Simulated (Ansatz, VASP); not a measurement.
## InP in VASP and in Ansatz

```
In P
1.0
     2.94719   -3.04650    0.00000
     2.94719    3.04650    0.00000
     0.00000    0.00000    5.53308
In P
2 2
Direct
  0.25577 0.74423 0.50000
  0.74423 0.25577 0.50000
  0.82942 0.17058 0.00000
  0.17058 0.82942 0.00000
```

Alike in both runs: functional PBE; k mesh 12 × 12 × 8; occupations gaussian, width 0.1 eV; no spin polarisation.

Ansatz relaxed the structure, and its values are those at the end. VASP's run is a single point on that final structure, the one shown.

```csv
,VASP,Ansatz
version,VASP 6.6.1,Ansatz 0.2.0
potentials or method,"VASP PAW PBE potentials, release 64 (In_d, P), cutoff 520 eV","scalar-relativistic, plane waves, PAW"
valence electrons in the cell,36,36
```

```csv
,VASP,Ansatz,Ansatz less VASP
gap on the k mesh at the Fermi level (eV),none,none,-
pressure (GPa),-0.1,0.0,+0.06
rms of the force components (eV/Å),0.022,0.001,-0.0208
```

A gap of «none» marks a metal or a gap that the smearing closes. With one functional, cell and mesh, what is left measures potentials, basis and numerics.
